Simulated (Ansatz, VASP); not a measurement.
One calculation of TaN, two programs

```xyz
4
Lattice="2.9196 0.0000 0.0000 -1.4598 2.5285 0.0000 0.0000 0.0000 5.9088" Properties=species:S:1:pos:R:3 pbc="T T T"
Ta    0.0000    0.0000    0.0000
Ta    0.0000    0.0000    2.9544
N     0.0000    1.6857    1.4772
N     1.4598    0.8428    4.4316
```

Alike in both runs: task electric field gradients; functional PBE; k mesh 18 × 18 × 8; occupations fermi-dirac, width 0.15 eV; no spin polarisation.

|  | VASP | Ansatz |
| --- | --- | --- |
| version | VASP 6.6.1 | Ansatz 0.2.0 |
| potentials or method | VASP PAW PBE potentials, release 64 (Ta_pv, N), cutoff 520 eV | scalar-relativistic, plane waves, PAW |
| valence electrons in the cell | 32 | 36 |

Ansatz gave:

```
gap on the k mesh at the Fermi level (eV)            : none
pressure (GPa)                                       : 0.0
size of Vzz on the site where it differs most (V/Å²) : 90.1
```

Task: What did VASP give for the same quantities?

Result: gap on the k mesh at the Fermi level (eV): none; pressure (GPa): 0.7; size of Vzz on the site where it differs most (V/Å²): 100.7.

A gap of «none» marks a metal or a gap that the smearing closes. VASP's potentials hold 32 valence electrons a cell and Ansatz's 36, so a difference there can come from the potentials and not from the codes.

Spin-orbit coupling is off throughout.
